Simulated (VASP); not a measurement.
# MgO (Cmcm) in VASP: further runs, part 2 of 2

VASP 6.6.1. The steps go on from the part before.

## 3. Single point, PBEsol (mode 5 frozen in at +0.098 Å, strain +e along z and -e/2 along x and y +0.0233)

Contents of INCAR:

```
ALGO = Normal
EDIFF = 1E-6
ENCUT = 520
GGA = PS
ISIF = 2
ISMEAR = 0
LASPH = T
LCHARG = F
LREAL = F
LWAVE = F
NBANDS = 16
NELM = 80
PREC = Accurate
SIGMA = 0.05
```

Contents of KPOINTS:

```
k-points
0
Gamma
  9 9 6
```

Contents of POSCAR:

```
MgO
1.0
    3.4540523579      0.0000000000      0.0000000000
   -1.7270261790      2.9912970879      0.0000000000
    0.0000000000      0.0000000000      4.2924500482
Mg O
2 2
Direct
    0.6827906017      0.3655812035      0.7500000000
    0.3172093983      0.6344187965      0.2500000000
    0.6547947950      0.3095895900      0.2500000000
    0.3452052050      0.6904104100      0.7500000000
```

Potentials or basis: VASP PAW PBE potentials, release 64 (Mg, O).

Launch:

```bash
cat potpaw_PBE.64/Mg/POTCAR potpaw_PBE.64/O/POTCAR > POTCAR
mpirun -np 1 vasp_std > vasp.out
```

OUTCAR:

```text
EDIFF = 1E-6
   ENCUT = 520
   GGA = PS
   ISIF = 2
   ISMEAR = 0
   LASPH = T
   LREAL = F
   NELM = 80
   PREC = Accurate

 ion  position               nearest neighbor table
   1  0.683  0.366  0.750-   4 1.98   4 1.98   4 2.02   3 2.15   3 2.15   2 2.87   2 2.87   2 2.87
                             2 2.87   2 3.06   2 3.06
   2  0.317  0.634  0.250-   3 1.98   3 1.98   3 2.02   4 2.15   4 2.15   1 2.87   1 2.87   1 2.87
                             1 2.87   1 3.06   1 3.06
   3  0.655  0.310  0.250-   2 1.98   2 1.98   2 2.02   1 2.15   1 2.15
   4  0.345  0.690  0.750-   1 1.98   1 1.98   1 2.02   2 2.15   2 2.15

  LATTYP: Found a hexagonal cell.
 ALAT       =     3.4540523579
 C/A-ratio  =     1.2427287150

  Lattice vectors:

 A1 = (   3.4540523579,   0.0000000000,   0.0000000000)
 A2 = (  -1.7270261790,   2.9912970879,   0.0000000000)
 A3 = (   0.0000000000,   0.0000000000,   4.2924500482)

Analysis of symmetry for initial positions (statically):
=====================================================================
[... 182 lines left out ...]
 cond. band min:       5.0877021084   @ k =   0.0000   0.0000   0.0000
 fundamental gap:      3.1687868783
 Fermi energy:         2.1641768412

 k-point     1 :       0.0000    0.0000    0.0000
  band No.  band energies     occupation
      1     -14.9769      2.00000
      2     -13.6223      2.00000
      3      -1.8787      2.00000
      4       0.1181      2.00000
      5       0.2250      2.00000
      6       0.8529      2.00000
[... 433 lines left out ...]
      3      -1.7916      2.00000
      4      -0.5695      2.00000
      5      -0.4624      2.00000
      6      -0.1314      2.00000
[... 8 lines left out ...]
     15      16.5935      0.00000
     16      16.7730      0.00000

 [... further k-points ...]

------------------------ aborting loop because EDIFF is reached ----------------------------------------

  FORCE on cell =-STRESS in cart. coord.  units (eV):
  Direction    XX          YY          ZZ          XY          YZ          ZX
  --------------------------------------------------------------------------------------
  -------------------------------------------------------------------------------------
  Total        0.8104618      0.0131778     -0.9412660     -0.0000000     -0.0000000      0.0000000
  in kB       29.2785385      0.4760591    -34.0039388     -0.0000000     -0.0000000      0.0000000
  external PRESSURE =      -1.4164471 kB  Pullay stress =       0.0000000 kB

 VOLUME and BASIS-vectors are now :
 -----------------------------------------------------------------------------
  energy-cutoff  :      520.00
  volume of cell :       44.35
      direct lattice vectors                 reciprocal lattice vectors
     3.454052358  0.000000000  0.000000000     0.289515009  0.167151568  0.000000000
    -1.727026179  2.991297088  0.000000000     0.000000000  0.334303137  0.000000000
     0.000000000  0.000000000  4.292450048     0.000000000  0.000000000  0.232967184

 POSITION                                       TOTAL-FORCE (eV/Angst)
 -----------------------------------------------------------------------------------
      1.72703      1.09356      3.21934         0.000000     -0.649197      0.000000
      0.00000      1.89774      1.07311        -0.000000      0.649197      0.000000
      1.72703      0.92607      1.07311        -0.000000      0.312658     -0.000000
     -0.00000      2.06522      3.21934         0.000000     -0.312658      0.000000
 -----------------------------------------------------------------------------------
    total drift:                               -0.000000      0.000000     -0.000000

  FREE ENERGIE OF THE ION-ELECTRON SYSTEM (eV)
  ---------------------------------------------------
  free  energy   TOTEN  =       -24.6528941445 eV

  energy  without entropy=      -24.6528941445  energy(sigma->0) =      -24.65289414
```

OSZICAR:

```text
N       E                     dE             d eps       ncg     rms          rms(c)
DAV:   1     0.604598928322E+02    0.60460E+02   -0.75358E+03  3200   0.889E+02
DAV:   2    -0.243400642958E+02   -0.84800E+02   -0.76401E+02  4576   0.195E+02
DAV:   3    -0.282427543051E+02   -0.39027E+01   -0.38904E+01  3576   0.431E+01
DAV:   4    -0.282581975437E+02   -0.15443E-01   -0.15443E-01  3792   0.320E+00
DAV:   5    -0.282582732702E+02   -0.75727E-04   -0.75726E-04  3576   0.214E-01    0.105E+01
DAV:   6    -0.247616020891E+02    0.34967E+01   -0.90773E+00  3336   0.233E+01    0.354E+00
DAV:   7    -0.246901648730E+02    0.71437E-01   -0.14709E-01  3256   0.311E+00    0.207E+00
DAV:   8    -0.246549924281E+02    0.35172E-01   -0.90622E-02  3576   0.316E+00    0.499E-01
DAV:   9    -0.246524551649E+02    0.25373E-02   -0.55691E-03  3824   0.662E-01    0.116E-01
DAV:  10    -0.246528894318E+02   -0.43427E-03   -0.36420E-04  3240   0.143E-01    0.158E-02
DAV:  11    -0.246528958169E+02   -0.63850E-05   -0.17303E-05  3912   0.280E-02    0.152E-02
DAV:  12    -0.246528942548E+02    0.15620E-05   -0.40462E-06  3248   0.165E-02    0.285E-03
DAV:  13    -0.246528941445E+02    0.11035E-06   -0.30848E-07  1648   0.460E-03
   1 F= -.24652894E+02 E0= -.24652894E+02  d E =-.206095E-14
```

It took 61 s on 1 thread of Intel Xeon Platinum 8488C (Sapphire Rapids), shared host; peak memory 0.21 GiB.

What came out:

- Free energy: -24.6529 eV
- Pressure: -0.1 GPa
- Largest force: 0.649 eV/Å
- Band gap on the k mesh: 3.17 eV, direct

Forces on the atoms (eV/Å):
```
Mg   0.000 -0.649  0.000
Mg   0.000  0.649  0.000
O    0.000  0.313  0.000
O    0.000 -0.313  0.000
```

Stress tensor (GPa, compression positive):
```
 2.93  0.00  0.00
 0.00  0.05  0.00
 0.00  0.00 -3.40
```

Levels at points of the mesh, in eV from the valence-band top:
```
           k point  band 6  band 7  band 8  band 9  band 10  band 11
(0.00, 0.00, 0.00)   -1.07   -0.78    0.00    3.17     9.09    11.51
(0.00, 0.00, 0.50)   -1.38   -1.31   -1.31    6.18     6.18    12.79
```

Caveat: the cell differs from its parent crystal (mode 5 frozen in at +0.098 Å, strain +e along z and -e/2 along x and y +0.0233); the PAW data sets were made with another functional, which shifts forces and pressure a little.

## 4. Single point, PBEsol (mode 5 frozen in at -0.073 Å, strain +e along z and -e/2 along x and y -0.0467)

Contents of INCAR:

```
SYSTEM = MgO
PREC = Accurate ; ENCUT = 520
EDIFF = 1E-7 ; ISMEAR = 0
SIGMA = 0.05 ; LREAL = .FALSE.
LASPH = .TRUE. ; NELM = 60
ALGO = Normal ; ISIF = 2
LWAVE = .FALSE. ; LCHARG = .FALSE.
GGA = PS ; NBANDS = 16
```

Contents of KPOINTS:

```
regular mesh
0
G
  9 9 6
  0 0 0
```

Contents of POSCAR:

```
MgO
1.0
    3.5763691814      0.0000000000      0.0000000000
   -1.7881845907      3.0972265644      0.0000000000
    0.0000000000      0.0000000000      3.9988201221
Mg O
2 2
Direct
    0.6545737154      0.3091474307      0.7500000000
    0.3454262846      0.6908525693      0.2500000000
    0.6755705704      0.3511411408      0.2500000000
    0.3244294296      0.6488588592      0.7500000000
```

Launch:

```bash
cat potpaw_PBE.64/Mg/POTCAR potpaw_PBE.64/O/POTCAR > POTCAR
mpirun -np 1 vasp_std > vasp.out
```

Wall time 61 s (1 thread of Intel Xeon Platinum 8488C (Sapphire Rapids), shared host); peak memory 0.2 GiB.

Results (log left out):

| Item | Value |
| --- | --- |
| Free energy | -24.6071 eV |
| Pressure | 1.7 GPa |
| Largest force | 0.604 eV/Å |
| Band gap on the k mesh | 3.32 eV, direct |

Forces in eV/Å, atoms in the order of the input:
```
Mg   0.000  0.604  0.000
Mg   0.000 -0.604  0.000
O    0.000 -0.328  0.000
O    0.000  0.328  0.000
```

Stress tensor (GPa, compression positive):
```
-3.40  0.00  0.00
 0.00 -3.18  0.00
 0.00  0.00 11.58
```

Levels at points of the mesh, in eV from the valence-band top:
```tsv
k point	band 4	band 5	band 6	band 7	band 8	band 9	band 10	band 11	band 12	band 13
(0.00, 0.00, 0.00)	-1.81	-1.71	-0.79	-0.48	0.00	3.32	9.69	11.65	12.48	12.61
(0.00, 0.00, 0.50)	-2.40	-1.25	-1.25	-1.18	-1.18	6.43	6.43	12.34	12.34	12.39
```

Caveat: the cell differs from its parent crystal (mode 5 frozen in at -0.073 Å, strain +e along z and -e/2 along x and y -0.0467); the PAW data sets were made with another functional, which shifts forces and pressure a little.

## 5. Overview

| cell | gap on the mesh (eV) | pressure (GPa) | largest force (eV/Å) |
| --- | --- | --- | --- |
| a = 3.495, b = 3.495, c = 4.195 Å, angles 90.0, 90.0, 120.0°, 4 atoms | 3.23 | -0.4 | 0.60 |
| a = 3.454, b = 3.454, c = 4.292 Å, angles 90.0, 90.0, 120.0°, 4 atoms | 3.17 | -0.1 | 0.65 |
| a = 3.576, b = 3.576, c = 3.999 Å, angles 90.0, 90.0, 120.0°, 4 atoms | 3.32 | 1.7 | 0.60 |

Alike in all rows: task single point; level PBEsol; potentials or basis VASP PAW PBE potentials, release 64 (Mg, O); no spin polarisation; k mesh 9 × 9 × 6; cutoff (eV) 520; smearing gaussian 0.05 eV.

Caveats: the PAW data sets were made with another functional, which shifts forces and pressure a little.

Absolute energies hang on the potentials; compare differences alone.
